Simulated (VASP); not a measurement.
# Si (P6_3/mmc) in VASP: a series of runs

The runs below take Si through relaxation of shape and atoms at fixed volume, with PBEsol.

Everything below comes from runs of VASP 6.6.1. Logs are shortened: lines on timing, memory, paths and dates and some standing lists are left out, and cuts for length are marked.

## (1) The cell of the first run

The structure is hexagonal, space group P6_3/mmc (No. 194). The conventional cell has a = 2.348 Å, b = 2.348 Å, c = 3.974 Å, α = 90.00°, β = 90.00°, γ = 120.00°. Si (site symmetry -6m2) has 12 Si at 2.35 to 2.41 Å within 3.1 Å.

This isn't the form of Si at room conditions, which is diamond.

## (2) Relaxation of shape and atoms at fixed volume, PBEsol (9.49 Å³/atom)

Input file INCAR:

```
SYSTEM = Si
ALGO = Normal ; EDIFF = 1E-6
EDIFFG = -0.01 ; ENCUT = 600
GGA = PS ; IBRION = 2
ISIF = 4 ; ISMEAR = 0
LASPH = .True. ; LCHARG = .False.
LREAL = .False. ; LWAVE = .False.
NELM = 60 ; NSW = 60
PREC = Accurate ; SIGMA = 0.05
```

Input file KPOINTS:

```
k-points
0
Gamma
  22 22 12
  0 0 0
```

Input file POSCAR:

```
Si
1.0
    2.3479490738      0.0000000000      0.0000000000
   -1.1739745369      2.0333835447      0.0000000000
    0.0000000000      0.0000000000      3.9737630857
Si
2
Direct
    0.3333333333      0.6666666667      0.2500000000
    0.6666666667      0.3333333333      0.7500000000
```

Potentials or basis: VASP PAW PBE potentials, release 64 (Si).

On the command line:

```
$ cat potpaw_PBE.64/Si/POTCAR > POTCAR
$ mpirun -np 1 vasp_std > vasp.out
```

OUTCAR:

```text
SYSTEM = Si
   EDIFF = 1E-6
   EDIFFG = -0.01
   ENCUT = 600
   GGA = PS
   IBRION = 2
   ISIF = 4
   ISMEAR = 0
   LASPH = .True.
   LREAL = .False.
   NELM = 60
   NSW = 60
   PREC = Accurate

 ion  position               nearest neighbor table
   1  0.333  0.667  0.250-   2 2.41   2 2.41   2 2.41   2 2.41   2 2.41   2 2.41
   2  0.667  0.333  0.750-   1 2.41   1 2.41   1 2.41   1 2.41   1 2.41   1 2.41

  LATTYP: Found a hexagonal cell.
 ALAT       =     2.3479490738
 C/A-ratio  =     1.6924400661

  Lattice vectors:

 A1 = (   2.3479490738,   0.0000000000,   0.0000000000)
 A2 = (  -1.1739745369,   2.0333835447,   0.0000000000)
 A3 = (   0.0000000000,   0.0000000000,   3.9737630857)

Analysis of symmetry for initial positions (statically):
=====================================================================
 Subroutine PRICEL returns:
 Original cell was already a primitive cell.

 Routine SETGRP: Setting up the symmetry group for a
 hexagonal supercell.

 Subroutine GETGRP returns: Found 24 space group operations
 (whereof 12 operations were pure point group operations)
 out of a pool of 24 trial point group operations.

The static configuration has the point symmetry D_3d.
 The point group associated with its full space group is D_6h.

Analysis of symmetry for dynamics (positions and initial velocities):
=====================================================================
 Subroutine PRICEL returns:
 Original cell was already a primitive cell.

 Routine SETGRP: Setting up the symmetry group for a
 hexagonal supercell.

 Subroutine GETGRP returns: Found 24 space group operations
 (whereof 12 operations were pure point group operations)
 out of a pool of 24 trial point group operations.

The dynamic configuration has the point symmetry D_3d.
 The point group associated with its full space group is D_6h.

 Subroutine INISYM returns: Found 24 space group operations
 (whereof 12 operations are pure point group operations),
 and found     1 'primitive' translations

----------------------------------------------------------------------------------------

                                     Primitive cell

  volume of cell :      18.9719

  direct lattice vectors                    reciprocal lattice vectors
     2.347949074  0.000000000  0.000000000     0.425903616  0.245895567  0.000000000
    -1.173974537  2.033383545  0.000000000     0.000000000  0.491791134  0.000000000
     0.000000000  0.000000000  3.973763086     0.000000000  0.000000000  0.251650634

  length of vectors
     2.347949074  2.347949074  3.973763086     0.491791134  0.491791134  0.251650634

  position of ions in fractional coordinates (direct lattice)
     0.333333333  0.666666667  0.250000000
     0.666666667  0.333333333  0.750000000

  ion indices of the primitive-cell ions
   primitive index   ion index
                 1           1
                 2           2

----------------------------------------------------------------------------------------

 KPOINTS: k-points

Automatic generation of k-mesh.
 Grid dimensions read from file:
 generate k-points for:   22   22   12

 Generating k-lattice:

  Cartesian coordinates                     Fractional coordinates (reciprocal lattice)
     0.019359255  0.011177071  0.000000000     0.045454545  0.000000000  0.000000000
     0.000000000  0.022354142  0.000000000     0.000000000  0.045454545  0.000000000
     0.000000000  0.000000000  0.020970886     0.000000000  0.000000000  0.083333333

  Length of vectors
     0.022354142  0.022354142  0.020970886

  Shift w.r.t. Gamma in fractional coordinates (k-lattice)
     0.000000000  0.000000000  0.000000000

 Subroutine IBZKPT returns following result:
 ===========================================

 Found    364 irreducible k-points:

 Following reciprocal coordinates:
            Coordinates               Weight
  0.000000  0.000000  0.000000      1.000000
  0.045455  0.000000  0.000000      6.000000
  0.090909  0.000000  0.000000      6.000000
  0.136364  0.000000  0.000000      6.000000
  0.181818  0.000000  0.000000      6.000000
  0.227273  0.000000  0.000000      6.000000
[... 16 lines left out ...]
  0.090909  0.090909  0.000000      6.000000
  0.136364  0.090909  0.000000     12.000000
 [... further k-points ...]
   k-points           NKPTS =    364   k-points in BZ     NKDIM =    364   number of bands    NBANDS=      8
   number of dos      NEDOS =    301   number of ions     NIONS =      2
   total plane-waves  NPLWV =  12800
   dimension x,y,z NGX =    20 NGY =   20 NGZ =   32
   dimension x,y,z NGXF=    40 NGYF=   40 NGZF=   64
   ions per type =               2
   NGX,Y,Z   is equivalent  to a cutoff of  14.16, 14.16, 13.39 a.u.
   NGXF,Y,Z  is equivalent  to a cutoff of  28.32, 28.32, 26.77 a.u.
 SYSTEM =  Si
   PREC   = accura    normal or accurate (medium, high low for compatibility)
   ISTART =      0    job   : 0-new  1-cont  2-samecut
   ICHARG =      2    charge: 1-file 2-atom 10-const
   ISPIN  =      1    spin polarized calculation?
   LNONCOLLINEAR =      F non collinear calculations
   LSORBIT =      F    spin-orbit coupling
   LASPH  =      T    aspherical Exc in radial PAW
   ENCUT  =  600.0 eV  44.10 Ry    6.64 a.u.   4.69  4.69  7.94*2*pi/ulx,y,z
   NELM   =     60;   NELMIN=  2; NELMDL= -5     # of ELM steps
   EDIFF  = 0.1E-05   stopping-criterion for ELM
   LREAL  =      F    real-space projection
   EDIFFG = -.1E-01   stopping-criterion for IOM
   NSW    =     60    number of steps for IOM
   IBRION =      2    ionic relax: 0-MD 1-quasi-New 2-CG
   NFREE  =      1    steps in history (QN), initial steepest desc. (CG)
   ISIF   =      4    stress and relaxation
   ISYM   =      2    0-nonsym 1-usesym 2-fastsym
   POTIM  = 0.5000    time-step for ionic-motion
   TEBEG  =    0.0;   TEEND  =   0.0 temperature during run
   PSTRESS=    0.0 pullay stress
   NELECT =       8.0000    total number of electrons
   NUPDOWN=      -1.0000    fix difference up-down
   EMIN   =  10.00;   EMAX   =-10.00  energy-range for DOS
   EFERMI =   0.00;   METHOD = LEGACY
   ISMEAR =     0;   SIGMA  =   0.05  broadening in eV -4-tet -1-fermi 0-gaus
   EFERMI_NEDOS =   21; number of points for ismear=-14 and -15
   IALGO  =     38    algorithm
   IMIX   =      4    mixing-type and parameters
     AMIX     =   0.40;   BMIX     =  1.00
     AMIX_MAG =   1.60;   BMIX_MAG =  1.00
  volume/ion in A,a.u.               =       9.49        64.01
  Fermi-wavevector in a.u.,A,eV,Ry     =   1.227632  2.319888 20.505070  1.507080
  Thomas-Fermi vector in A             =   2.362588
   LORBIT       =      0    0 simple, 1 ext, 2 COOP (PROOUT), +10 PAW based schemes
   GGA     = PS    functional components
   LHFCALC =     F    Hartree Fock is set to
   AEXX    =    0.0000 exact exchange contribution
   IVDW    =     0    specifies the selected vdW correction
   LEPSILON=     F    determine dielectric tensor
   LRPA    =     F    only Hartree local field effects (RPA)
 conjugate gradient relaxation of ions
 non-spin polarized calculation
 Gauss-broadening in eV      SIGMA  =   0.05
  energy-cutoff  :      600.00
  volume of cell :       18.97
 maximum number of plane-waves:       651
 NGX is ok and might be reduce to    20
   NGX =  9   NGY =  9   NGZ = 15

--------------------------------------- Ionic step        1  -------------------------------------------

 number of electron       8.0000000 magnetization

 Free energy of the ion-electron system (eV)
  ---------------------------------------------------
  ext. energy  EPLUGINS =         0.00000000
  ---------------------------------------------------
  free energy    TOTEN  =        -8.98576409 eV

  energy without entropy =       -8.98483529  energy(sigma->0) =       -8.98529969

------------------------ aborting loop because EDIFF is reached ----------------------------------------

  FORCE on cell =-STRESS in cart. coord.  units (eV):
  Direction    XX          YY          ZZ          XY          YZ          ZX
  --------------------------------------------------------------------------------------
  -------------------------------------------------------------------------------------
  Total       10.7273447     10.7273447     10.5782513     -0.0000000     -0.0000000      0.0000000
  in kB      905.9263016    905.9263016    893.3353388     -0.0000000     -0.0000000      0.0000000
  external PRESSURE =     901.7293140 kB  Pullay stress =       0.0000000 kB
[... 57 lines left out ...]
  energy  without entropy=       -8.9851048972  energy(sigma->0) =       -8.98547161

--------------------------------------- Ionic step        3  -------------------------------------------

 number of electron       8.0000000 magnetization

 Free energy of the ion-electron system (eV)
  ---------------------------------------------------
  ext. energy  EPLUGINS =         0.00000000
  ---------------------------------------------------
  free energy    TOTEN  =        -8.98588223 eV

  energy without entropy =       -8.98510781  energy(sigma->0) =       -8.98549502

 E-fermi :  16.5921     XC(G=0): -13.0257

 val. band max:       16.5847910799   @ k =   0.3636   0.0455   0.1667
 cond. band min:      16.5939328526   @ k =   0.4091   0.0909   0.1667
 fundamental gap:      0.0091417727
 Fermi energy:        16.5920551306

 k-point     1 :       0.0000    0.0000    0.0000
  band No.  band energies     occupation
      1      -2.2352      2.00000
      2       6.4349      2.00000
      3       7.0238      2.00000
      4      29.0448      0.00000
      5      29.0448      0.00000
      6      29.0795      0.00000
      7      29.1465      0.00000
      8      29.1465      0.00000
[... 243 lines left out ...]
 k-point    24 :       0.1364    0.0909    0.0000
  band No.  band energies     occupation
      1      -0.8688      2.00000
      2       7.7046      2.00000
      3       8.3030      2.00000
      4      20.2153      0.00000
      5      21.6888      0.00000
      6      27.9964      0.00000
      7      28.0020      0.00000
      8      29.4751      0.00000

 [... further k-points ...]

------------------------ aborting loop because EDIFF is reached ----------------------------------------

  FORCE on cell =-STRESS in cart. coord.  units (eV):
  Direction    XX          YY          ZZ          XY          YZ          ZX
  --------------------------------------------------------------------------------------
  -------------------------------------------------------------------------------------
  Total       10.6747479     10.6747479     10.6753175      0.0000000      0.0000000      0.0000000
  in kB      901.4844959    901.4844959    901.5325961      0.0000000      0.0000000      0.0000000
  external PRESSURE =     901.5005293 kB  Pullay stress =       0.0000000 kB
[... 17 lines left out ...]
  FREE ENERGIE OF THE ION-ELECTRON SYSTEM (eV)
  ---------------------------------------------------
  free  energy   TOTEN  =        -8.9858822272 eV

  energy  without entropy=       -8.9851078092  energy(sigma->0) =       -8.98549502

 reached required accuracy - stopping structural energy minimisation
```

Run time: 92 s. Hardware: 1 thread of AMD EPYC 7R43 (Zen 3), shared host; peak memory 0.14 GiB.

Results:

- Free energy: -8.9859 eV
- Energy gained by relaxing: 0.1 meV/atom
- Ionic steps: 3
- Pressure after relaxing: 90.2 GPa
- Band gap on the k mesh: zero (bands 4 and 5 overlap by 15.96 eV)

The path:
```tsv
step	energy change (eV)	largest force (eV/Å)	pressure (GPa)	volume (Å³)
1	0.0000	0.0000	90.17	18.97
2	-0.0001	0.0000	90.14	18.97
3	-0.0001	0.0000	90.15	18.97
```

Final structure:
```xyz
2
Lattice="2.3497 0.0000 0.0000 -1.1749 2.0349 0.0000 0.0000 0.0000 3.9677" Properties=species:S:1:pos:R:3 pbc="T T T"
Si    0.0000    1.3566    0.9919
Si    1.1749    0.6783    2.9758
```

Caveat: the PAW data sets were made with another functional, which shifts forces and pressure a little.

## (3) Relaxation of shape and atoms at fixed volume, PBEsol (13.39 Å³/atom)

This run uses another cell than the first one, of 13.39 Å³/atom.

Input file INCAR:

```
PREC = Accurate
ENCUT = 600
EDIFF = 1E-6
ISMEAR = 0
SIGMA = 0.05
LREAL = F
LASPH = T
NELM = 80
ALGO = Normal
ISIF = 4
LWAVE = F
LCHARG = F
GGA = PS
IBRION = 2
NSW = 60
EDIFFG = -0.01
```

Input file KPOINTS:

```
Automatic mesh
0
Gamma
  20 20 10
```

Input file POSCAR:

```
Si
1.0
    2.6281591658      0.0000000000      0.0000000000
   -1.3140795829      2.2760526027      0.0000000000
    0.0000000000      0.0000000000      4.4775280040
Si
2
Direct
    0.3333333333      0.6666666667      0.2500000000
    0.6666666667      0.3333333333      0.7500000000
```

Potentials or basis: VASP PAW PBE potentials, release 64 (Si).

On the command line:

```
$ cat potpaw_PBE.64/Si/POTCAR > POTCAR
$ mpirun -np 1 vasp_std > vasp.out
```

OUTCAR:

```text
PREC = Accurate
   ENCUT = 600
   EDIFF = 1E-6
   ISMEAR = 0
   LREAL = F
   LASPH = T
   NELM = 80
   ISIF = 4
   GGA = PS
   IBRION = 2
   NSW = 60
   EDIFFG = -0.01

 ion  position               nearest neighbor table
   1  0.333  0.667  0.250-   2 2.70   2 2.70   2 2.70   2 2.70   2 2.70   2 2.70
   2  0.667  0.333  0.750-   1 2.70   1 2.70   1 2.70   1 2.70   1 2.70   1 2.70

  LATTYP: Found a hexagonal cell.
 ALAT       =     2.6281591658
 C/A-ratio  =     1.7036745956

[... 504 lines left out ...]

  FORCE on cell =-STRESS in cart. coord.  units (eV):
  Direction    XX          YY          ZZ          XY          YZ          ZX
  --------------------------------------------------------------------------------------
  -------------------------------------------------------------------------------------
  Total        0.7489259      0.7489259      0.7436769     -0.0000000     -0.0000000      0.0000000
  in kB       44.7999127     44.7999127     44.4859249     -0.0000000     -0.0000000      0.0000000
  external PRESSURE =      44.6952501 kB  Pullay stress =       0.0000000 kB

 VOLUME and BASIS-vectors are now :
 -----------------------------------------------------------------------------
  energy-cutoff  :      600.00
  volume of cell :       26.78
      direct lattice vectors                 reciprocal lattice vectors
     2.629808445  0.000000000  0.000000000     0.380255833  0.219540807 -0.000000000
    -1.314904223  2.277480921 -0.000000000     0.000000000  0.439081615 -0.000000000
     0.000000000  0.000000000  4.471913618    -0.000000000  0.000000000  0.223617915

 POSITION                                       TOTAL-FORCE (eV/Angst)
 -----------------------------------------------------------------------------------
     -0.00000      1.51832      1.11798         0.000000      0.000000     -0.000000
      1.31490      0.75916      3.35394        -0.000000     -0.000000      0.000000
 -----------------------------------------------------------------------------------
    total drift:                               -0.000000      0.000000     -0.000000

  FREE ENERGIE OF THE ION-ELECTRON SYSTEM (eV)
  ---------------------------------------------------
  free  energy   TOTEN  =       -10.7295802968 eV

  energy  without entropy=      -10.7287329315  energy(sigma->0) =      -10.72915661

 reached required accuracy - stopping structural energy minimisation
```

CONTCAR:

```text
Si
   1.00000000000000
     2.6298084454135835    0.0000000000000000    0.0000000000000000
    -1.3149042227067917    2.2774809207405786   -0.0000000000000000
     0.0000000000000000    0.0000000000000000    4.4719136178929633
  Si
     2
Direct
     0.3333333332999970    0.6666666667000030    0.2500000000000000
     0.6666666667000030    0.3333333332999970    0.7500000000000000

  0.00000000E+00  0.00000000E+00  0.00000000E+00
  0.00000000E+00  0.00000000E+00  0.00000000E+00
```

Run time: 63 s. Hardware: 1 thread of AMD EPYC 7R43 (Zen 3), shared host; peak memory 0.16 GiB.

Results:

- Free energy: -10.7296 eV
- Energy gained by relaxing: 0.0 meV/atom
- Ionic steps: 2
- Pressure after relaxing: 4.5 GPa
- Band gap on the k mesh: zero (bands 4 and 5 overlap by 13.21 eV)

Final structure:
```cif
data_structure
_symmetry_space_group_name_H-M 'P 1'
_symmetry_Int_Tables_number 1
_cell_length_a 2.6298
_cell_length_b 2.6298
_cell_length_c 4.4719
_cell_angle_alpha 90.000
_cell_angle_beta 90.000
_cell_angle_gamma 120.000
_cell_volume 26.78
loop_
_atom_site_label
_atom_site_type_symbol
_atom_site_fract_x
_atom_site_fract_y
_atom_site_fract_z
_atom_site_occupancy
Si1 Si 0.33333 0.66667 0.25000 1
Si2 Si 0.66667 0.33333 0.75000 1
```

Levels at points of the mesh, in eV from the Fermi level:
```csv
k point,band 1,band 2,band 3,band 4,band 5,band 6,band 7,band 8
"(0.00, 0.00, 0.00)",-15.20,-8.43,-7.66,9.46,9.46,10.61,10.61,11.06
"(0.50, 0.00, 0.00)",-8.54,-8.06,-1.97,-1.74,-1.40,-0.24,3.95,6.10
"(0.00, 0.00, 0.50)",-13.39,-13.39,0.53,0.53,10.88,10.88,10.88,10.88
"(0.50, 0.00, 0.50)",-6.85,-6.85,-6.24,-6.24,5.51,5.51,6.04,6.04
```

Caveat: the PAW data sets were made with another functional, which shifts forces and pressure a little.

(Continued in part 2 of 2.)
